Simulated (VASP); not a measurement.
# InAs: relaxation of cell and atoms with LDA

InAs:

```
In As
1.0
     0.00000    3.01330    3.01330
     3.01330    0.00000    3.01330
     3.01330    3.01330    0.00000
In As
1 1
Direct
  0.00000 0.00000 0.00000
  0.75000 0.75000 0.75000
```

```yaml
Program: VASP 6.6.1
Task: relaxation of cell and atoms
Functional: LDA
Potentials_or_basis: VASP PAW LDA potentials, release 64 (In_d, As)
Cutoff: 600 eV
k_mesh: 12 × 12 × 12
Occupations: fermi-dirac, width 0.15 eV
Spin: no spin polarisation
Target_pressure: 2 GPa
Dipole_correction: no
Further_INCAR_settings: ALGO = Normal; EDIFF = 1e-06; IBRION = 2; EDIFFG = -0.001; NSW = 80; ISIF = 3
```

| Quantity | Value |
| --- | --- |
| Relaxed volume | 26.61 Å³/atom |
| Relaxed cell | a = 4.222 Å, b = 4.222 Å, c = 4.222 Å, α = 60.00°, β = 60.00°, γ = 60.00° |
| Space group after relaxing (to 0.05 Å) | F-43m (No. 216) |
| Energy change on relaxing (the enthalpy is what falls) | +5.0 meV/atom |
| Ionic steps | 16 |
| Pressure after relaxing | 2.0 GPa |
| Band gap on the k mesh | zero (filled and empty bands touch) |

The path:
```
step  energy change (eV)  largest force (eV/Å)  pressure (GPa)  volume (Å³)
   1              0.0000                0.0000            0.17        54.72
   2              0.0253                0.0000            3.28        52.28
   3              0.0100                0.0000            2.02        53.21
   4              0.0096                0.0000            1.95        53.24
   5              0.0096                0.0000            1.95        53.24
   6              0.0097                0.0000            1.94        53.24
   7              0.0097                0.0000            1.96        53.24
   8              0.0097                0.0000            1.96        53.24
   9              0.0097                0.0000            1.96        53.24
  10              0.0097                0.0000            1.96        53.24
  11              0.0097                0.0000            1.96        53.24
  12              0.0097                0.0000            1.96        53.24
  13              0.0098                0.0000            1.95        53.23
  14              0.0099                0.0000            1.98        53.22
  15              0.0099                0.0000            1.97        53.22
  16              0.0100                0.0000            2.00        53.21
```

Final structure:
```cif
data_structure
_symmetry_space_group_name_H-M 'P 1'
_symmetry_Int_Tables_number 1
_cell_length_a 4.2220
_cell_length_b 4.2220
_cell_length_c 4.2220
_cell_angle_alpha 60.000
_cell_angle_beta 60.000
_cell_angle_gamma 60.000
_cell_volume 53.21
loop_
_atom_site_label
_atom_site_type_symbol
_atom_site_fract_x
_atom_site_fract_y
_atom_site_fract_z
_atom_site_occupancy
In1 In 0.00000 0.00000 0.00000 1
As1 As 0.75000 0.75000 0.75000 1
```

Levels at points of the mesh, in eV from the Fermi level:
```csv
k point,band 5,band 6,band 7,band 8,band 9,band 10,band 11,band 12,band 13
"(0.00, 0.00, 0.00)",-14.68,-12.55,-0.59,-0.39,-0.39,-0.39,3.45,3.45,3.45
"(0.50, 0.00, 0.00)",-14.67,-10.95,-6.42,-1.44,-1.44,0.50,4.24,4.24,6.34
"(0.50, 0.50, 0.00)",-14.66,-10.36,-6.47,-2.86,-2.86,0.97,1.57,8.86,9.02
```

Run time: 4.6 min on 1 thread of Intel(R) Xeon(R) Platinum 8259CL CPU @ 2.50GHz (Skylake/Cascade Lake), with other jobs on the host, peak memory 0.23 GiB.

Caveat: the cell is relaxed towards a set pressure, so the enthalpy falls and the energy may rise; spin-orbit coupling is left out, which moves the levels of the heavy elements. LDA usually gives volumes a few per cent too small.
